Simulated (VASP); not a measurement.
# Ta4C3 (R3m) in VASP: single point with PBEsol

Aim: the single point of Ta4C3 with PBEsol.

All numbers are computed with VASP 6.6.1; they aren't measurements. Logs are shortened: lines on timing, memory, paths and dates and some standing lists are left out, and cuts for length are marked.

## Step 1: The cell of the first run

It takes space group R3m (No. 160, trigonal). Conventional cell: a = 3.414 Å, b = 3.414 Å, c = 30.494 Å, α = 90.00°, β = 90.00°, γ = 120.00°. Within 3.5 Å of Ta (site symmetry 3m) lie 6 C at 2.38 to 2.39 Å and 12 Ta at 3.19 to 3.41 Å. Ta (site symmetry 3m) has 3 C at 2.29 Å within 3.0 Å. Within 3.2 Å of Ta (site symmetry 3m) lie 3 C at 2.32 Å and 6 Ta at 3.17 to 3.18 Å. Ta (site symmetry 3m) has 6 C at 2.34 to 2.37 Å and 12 Ta at 3.18 to 3.41 Å within 3.5 Å. C (site symmetry 3m) has 6 Ta at 2.32 to 2.34 Å within 3.1 Å. Within 3.0 Å of C (site symmetry 3m) lie 6 Ta at 2.29 to 2.38 Å and 1 C at 2.70 Å. C (site symmetry 3m) has 6 Ta at 2.37 to 2.39 Å and 1 C at 2.70 Å within 3.1 Å.

## Step 2: Single point, PBEsol (strain +0.1000 x Voigt [1, 1, 0, 0, 0, 0])

Input file INCAR:

```
PREC = Accurate ; ENCUT = 520
EDIFF = 1E-6 ; ISMEAR = 0
SIGMA = 0.15 ; LREAL = F
LASPH = T ; NELM = 80
ALGO = Normal ; ISIF = 2
LWAVE = F ; LCHARG = F
GGA = PS ; NBANDS = 37
```

Input file KPOINTS:

```
regular mesh
0
Gamma
  12 12 12
```

Input file POSCAR:

```
Ta4C3
1.0
    1.7068004033      0.9854216723     10.1645109695
   -1.7068004033      0.9854216723     10.1645109695
    0.0000000000     -1.9708433446     10.1645109695
Ta C
4 3
Direct
    0.3733722057      0.3733722057      0.3733722057
    0.6244615989      0.6244615989      0.6244615989
    0.2096180968      0.2096180968      0.2096180968
    0.7943974385      0.7943974385      0.7943974385
    0.5025935066      0.5025935066      0.5025935066
    0.9960170748      0.9960170748      0.9960170748
    0.0845400886      0.0845400886      0.0845400886
```

Potentials or basis: VASP PAW PBE potentials, release 64 (Ta_pv, C).

Launch:

```console
> cat potpaw_PBE.64/Ta_pv/POTCAR potpaw_PBE.64/C/POTCAR > POTCAR
> mpirun -np 1 vasp_std > vasp.out
```

OUTCAR:

```text
PREC = Accurate
   ENCUT = 520
   EDIFF = 1E-6
   ISMEAR = 0
   LREAL = F
   LASPH = T
   NELM = 80
   ISIF = 2
   GGA = PS

 ion  position               nearest neighbor table
   1  0.373  0.373  0.373-   6 2.38   6 2.38   6 2.38   7 2.39   7 2.39   7 2.39   2 3.19   2 3.19
                             2 3.19   4 3.32   4 3.32   4 3.32
   2  0.624  0.624  0.624-   6 2.29   6 2.29   6 2.29   3 3.17   3 3.17   3 3.17   1 3.19   1 3.19
                             1 3.19
   3  0.210  0.210  0.210-   5 2.32   5 2.32   5 2.32   2 3.17   2 3.17   2 3.17   4 3.18   4 3.18
                             4 3.18
   4  0.794  0.794  0.794-   5 2.34   5 2.34   5 2.34   7 2.37   7 2.37   7 2.37   3 3.18   3 3.18
                             3 3.18   1 3.32   1 3.32   1 3.32
   5  0.503  0.503  0.503-   3 2.32   3 2.32   3 2.32   4 2.34   4 2.34   4 2.34
   6  0.996  0.996  0.996-   2 2.29   2 2.29   2 2.29   1 2.38   1 2.38   1 2.38
   7  0.085  0.085  0.085-   4 2.37   4 2.37   4 2.37   1 2.39   1 2.39   1 2.39

  LATTYP: Found a trigonal (rhomboedric) cell.
 ALAT       =    10.3538160471
 COS(alpha) =     0.9456506218

  Lattice vectors:

 A1 = (   1.7068004033,   0.9854216723,  10.1645109695)
 A2 = (  -1.7068004033,   0.9854216723,  10.1645109695)
 A3 = (   0.0000000000,  -1.9708433446,  10.1645109695)

Analysis of symmetry for initial positions (statically):
=====================================================================
 Subroutine PRICEL returns:
 Original cell was already a primitive cell.

 Routine SETGRP: Setting up the symmetry group for a
 trigonal (rhombohedral) supercell.

 Subroutine GETGRP returns: Found  6 space group operations
 (whereof  6 operations were pure point group operations)
 out of a pool of 12 trial point group operations.

The static configuration has the point symmetry C_3v.

Analysis of symmetry for dynamics (positions and initial velocities):
=====================================================================
 Subroutine PRICEL returns:
 Original cell was already a primitive cell.

 Routine SETGRP: Setting up the symmetry group for a
 trigonal (rhombohedral) supercell.

 Subroutine GETGRP returns: Found  6 space group operations
 (whereof  6 operations were pure point group operations)
 out of a pool of 12 trial point group operations.

The dynamic configuration has the point symmetry C_3v.

 Subroutine INISYM returns: Found  6 space group operations
 (whereof  6 operations are pure point group operations),
 and found     1 'primitive' translations

----------------------------------------------------------------------------------------

                                     Primitive cell

  volume of cell :     102.5753

  direct lattice vectors                    reciprocal lattice vectors
     1.706800403  0.985421672 10.164510970     0.292945794  0.169132333  0.032793839
    -1.706800403  0.985421672 10.164510970    -0.292945794  0.169132333  0.032793839
     0.000000000 -1.970843345 10.164510970     0.000000000 -0.338264666  0.032793839

  length of vectors
    10.353816047 10.353816047 10.353816047     0.339850585  0.339850585  0.339850585

  position of ions in fractional coordinates (direct lattice)
     0.373372206  0.373372206  0.373372206
     0.624461599  0.624461599  0.624461599
     0.209618097  0.209618097  0.209618097
     0.794397438  0.794397438  0.794397438
     0.502593507  0.502593507  0.502593507
     0.996017075  0.996017075  0.996017075
     0.084540089  0.084540089  0.084540089

  ion indices of the primitive-cell ions
   primitive index   ion index
                 1           1
                 2           2
                 3           3
                 4           4
                 5           5
                 6           6
                 7           7

----------------------------------------------------------------------------------------

 KPOINTS: regular mesh

Automatic generation of k-mesh.
 Grid dimensions read from file:
 generate k-points for:   12   12   12

 Generating k-lattice:

  Cartesian coordinates                     Fractional coordinates (reciprocal lattice)
     0.024412150  0.014094361  0.002732820     0.083333333  0.000000000  0.000000000
    -0.024412150  0.014094361  0.002732820     0.000000000  0.083333333  0.000000000
     0.000000000 -0.028188722  0.002732820     0.000000000  0.000000000  0.083333333

  Length of vectors
     0.028320882  0.028320882  0.028320882

  Shift w.r.t. Gamma in fractional coordinates (k-lattice)
     0.000000000  0.000000000  0.000000000

 Subroutine IBZKPT returns following result:
 ===========================================

 Found    189 irreducible k-points:

 Following reciprocal coordinates:
            Coordinates               Weight
  0.000000  0.000000  0.000000      1.000000
  0.083333  0.000000  0.000000      6.000000
  0.166667  0.000000 -0.000000      6.000000
  0.250000  0.000000  0.000000      6.000000
  0.333333  0.000000  0.000000      6.000000
  0.416667 -0.000000 -0.000000      6.000000
[... 16 lines left out ...]
  0.500000  0.166667  0.000000     12.000000
 -0.416667  0.166667  0.000000     12.000000
 [... further k-points ...]
   k-points           NKPTS =    189   k-points in BZ     NKDIM =    189   number of bands    NBANDS=     37
   number of dos      NEDOS =    301   number of ions     NIONS =      7
   total plane-waves  NPLWV = 512000
   dimension x,y,z NGX =    80 NGY =   80 NGZ =   80
   dimension x,y,z NGXF=   160 NGYF=  160 NGZF=  160
   ions per type =               4   3
   NGX,Y,Z   is equivalent  to a cutoff of  12.85, 12.85, 12.85 a.u.
   NGXF,Y,Z  is equivalent  to a cutoff of  25.69, 25.69, 25.69 a.u.
 SYSTEM =  unknown system
   PREC   = accura    normal or accurate (medium, high low for compatibility)
   ISTART =      0    job   : 0-new  1-cont  2-samecut
   ICHARG =      2    charge: 1-file 2-atom 10-const
   ISPIN  =      1    spin polarized calculation?
   LNONCOLLINEAR =      F non collinear calculations
   LSORBIT =      F    spin-orbit coupling
   LASPH  =      T    aspherical Exc in radial PAW
   ENCUT  =  520.0 eV  38.22 Ry    6.18 a.u.  19.25 19.25 19.25*2*pi/ulx,y,z
   NELM   =     80;   NELMIN=  2; NELMDL= -5     # of ELM steps
   EDIFF  = 0.1E-05   stopping-criterion for ELM
   LREAL  =      F    real-space projection
   EDIFFG = 0.1E-04   stopping-criterion for IOM
   NSW    =      0    number of steps for IOM
   IBRION =     -1    ionic relax: 0-MD 1-quasi-New 2-CG
   NFREE  =      0    steps in history (QN), initial steepest desc. (CG)
   ISIF   =      2    stress and relaxation
   ISYM   =      2    0-nonsym 1-usesym 2-fastsym
   POTIM  = 0.5000    time-step for ionic-motion
   TEBEG  =    0.0;   TEEND  =   0.0 temperature during run
   PSTRESS=    0.0 pullay stress
   NELECT =      56.0000    total number of electrons
   NUPDOWN=      -1.0000    fix difference up-down
   EMIN   =  10.00;   EMAX   =-10.00  energy-range for DOS
   EFERMI =   0.00;   METHOD = LEGACY
   ISMEAR =     0;   SIGMA  =   0.15  broadening in eV -4-tet -1-fermi 0-gaus
   EFERMI_NEDOS =   21; number of points for ismear=-14 and -15
   IALGO  =     38    algorithm
   IMIX   =      4    mixing-type and parameters
     AMIX     =   0.40;   BMIX     =  1.00
     AMIX_MAG =   1.60;   BMIX_MAG =  1.00
  volume/ion in A,a.u.               =      14.65        98.89
  Fermi-wavevector in a.u.,A,eV,Ry     =   1.338002  2.528456 24.357808  1.790248
  Thomas-Fermi vector in A             =   2.466506
   LORBIT       =      0    0 simple, 1 ext, 2 COOP (PROOUT), +10 PAW based schemes
   GGA     = PS    functional components
   LHFCALC =     F    Hartree Fock is set to
   AEXX    =    0.0000 exact exchange contribution
   IVDW    =     0    specifies the selected vdW correction
   LEPSILON=     F    determine dielectric tensor
   LRPA    =     F    only Hartree local field effects (RPA)
 non-spin polarized calculation
 Gauss-broadening in eV      SIGMA  =   0.15
  energy-cutoff  :      520.00
  volume of cell :      102.58
 maximum number of plane-waves:      2784
 NGX is ok and might be reduce to    80
   NGX = 39   NGY = 39   NGZ = 39

 number of electron      56.0000001 magnetization

 Free energy of the ion-electron system (eV)
  ---------------------------------------------------
  ext. energy  EPLUGINS =         0.00000000
  ---------------------------------------------------
  free energy    TOTEN  =       -80.48708440 eV

  energy without entropy =      -80.45428612  energy(sigma->0) =      -80.47068526

 E-fermi :   5.6583     XC(G=0): -12.1842

 val. band max:        5.6580601480   @ k =  -0.2500  -0.2500   0.1667
 cond. band min:       5.6606559007   @ k =   0.5000   0.5000   0.1667
 fundamental gap:      0.0025957527
 Fermi energy:         5.6583423007

 k-point     1 :       0.0000    0.0000    0.0000
  band No.  band energies     occupation
      1     -29.8890      2.00000
      2     -29.6872      2.00000
      3     -29.6872      2.00000
      4     -29.6605      2.00000
      5     -29.5164      2.00000
      6     -29.5164      2.00000
[... 29 lines left out ...]
     36       7.7241      0.00000
     37       7.7261      0.00000

 k-point     2 :       0.0833    0.0000    0.0000
  band No.  band energies     occupation
      1     -29.8837      2.00000
      2     -29.7069      2.00000
      3     -29.6911      2.00000
      4     -29.6568      2.00000
      5     -29.5322      2.00000
      6     -29.5201      2.00000
[... 29 lines left out ...]
     36       8.0262      0.00000
     37       8.1673      0.00000
[... 838 lines left out ...]
     36       8.8968      0.00000
     37       9.1507      0.00000

 k-point    24 :      -0.4167    0.1667    0.0000
  band No.  band energies     occupation
      1     -29.9081      2.00000
      2     -29.8254      2.00000
      3     -29.7850      2.00000
      4     -29.7082      2.00000
      5     -29.6430      2.00000
      6     -29.6056      2.00000
[... 29 lines left out ...]
     36       8.9225      0.00000
     37       9.0719      0.00000

 [... further k-points ...]

------------------------ aborting loop because EDIFF is reached ----------------------------------------

  FORCE on cell =-STRESS in cart. coord.  units (eV):
  Direction    XX          YY          ZZ          XY          YZ          ZX
  --------------------------------------------------------------------------------------
  -------------------------------------------------------------------------------------
  Total      -29.6885464    -29.6885464    -16.1283806      0.0000000      0.0000000      0.0000000
  in kB     -463.7211793   -463.7211793   -251.9177455      0.0000000      0.0000000      0.0000000
  external PRESSURE =    -393.1200347 kB  Pullay stress =       0.0000000 kB

 VOLUME and BASIS-vectors are now :
 -----------------------------------------------------------------------------
  energy-cutoff  :      520.00
  volume of cell :      102.58
      direct lattice vectors                 reciprocal lattice vectors
     1.706800403  0.985421672 10.164510970     0.292945794  0.169132333  0.032793839
    -1.706800403  0.985421672 10.164510970    -0.292945794  0.169132333  0.032793839
     0.000000000 -1.970843345 10.164510970     0.000000000 -0.338264666  0.032793839

 POSITION                                       TOTAL-FORCE (eV/Angst)
 -----------------------------------------------------------------------------------
      0.00000      0.00000     11.38544         0.000000     -0.000000      0.212099
      0.00000      0.00000     19.04204         0.000000      0.000000      1.435777
      0.00000      0.00000      6.39200         0.000000     -0.000000     -1.333981
      0.00000      0.00000     24.22398         0.000000     -0.000000      0.081618
      0.00000      0.00000     15.32585         0.000000     -0.000000      0.225850
      0.00000      0.00000     30.37208         0.000000     -0.000000     -0.661436
      0.00000      0.00000      2.57793         0.000000     -0.000000      0.040073
 -----------------------------------------------------------------------------------
    total drift:                               -0.000000     -0.000000     -0.000350

  FREE ENERGIE OF THE ION-ELECTRON SYSTEM (eV)
  ---------------------------------------------------
  free  energy   TOTEN  =       -80.4870844003 eV

  energy  without entropy=      -80.4542861166  energy(sigma->0) =      -80.47068526
```

Run time: 63 min. Hardware: 1 thread of Intel Xeon 6975P-C (Granite Rapids), shared host; peak memory 1.3 GiB.

What came out:

```
Free energy            : -80.4871 eV
Pressure               : -39.3 GPa
Largest force          : 1.436 eV/Å
Band gap on the k mesh : zero (bands 28 and 29 overlap by 0.20 eV)
```

Forces in eV/Å, atoms in the order of the input:
```
Ta   0.000  0.000  0.212
Ta   0.000  0.000  1.436
Ta   0.000  0.000 -1.334
Ta   0.000  0.000  0.082
C    0.000  0.000  0.226
C    0.000  0.000 -0.661
C    0.000  0.000  0.040
```

Stress tensor (GPa, compression positive):
```
-46.37   0.00   0.00
  0.00 -46.37   0.00
  0.00   0.00 -25.19
```

Levels at points of the mesh, in eV from the Fermi level:
| k point | band 24 | band 25 | band 26 | band 27 | band 28 | band 29 | band 30 | band 31 | band 32 | band 33 |
| --- | --- | --- | --- | --- | --- | --- | --- | --- | --- | --- |
| (0.00, 0.00, 0.00) | -2.38 | -1.84 | -0.67 | -0.67 | -0.04 | 0.40 | 0.40 | 1.01 | 1.01 | 1.23 |
| (0.50, 0.00, 0.00) | -2.72 | -2.36 | -1.77 | -0.56 | -0.11 | 1.35 | 1.77 | 2.23 | 2.26 | 2.36 |
| (0.50, 0.50, 0.00) | -2.98 | -2.47 | -1.71 | -0.60 | 0.11 | 1.19 | 1.51 | 2.08 | 2.37 | 2.43 |
| (0.50, 0.50, 0.50) | -2.29 | -0.80 | -0.58 | -0.58 | -0.51 | 0.15 | 0.15 | 0.49 | 0.49 | 1.25 |

Caveat: the cell differs from its parent crystal (strain +0.1000 x Voigt [1, 1, 0, 0, 0, 0]); the stress differs along the axes, from -46 to -25 GPa; the PAW data sets were made with another functional, which shifts forces and pressure a little; spin-orbit coupling is left out, which moves the levels of the heavy elements.
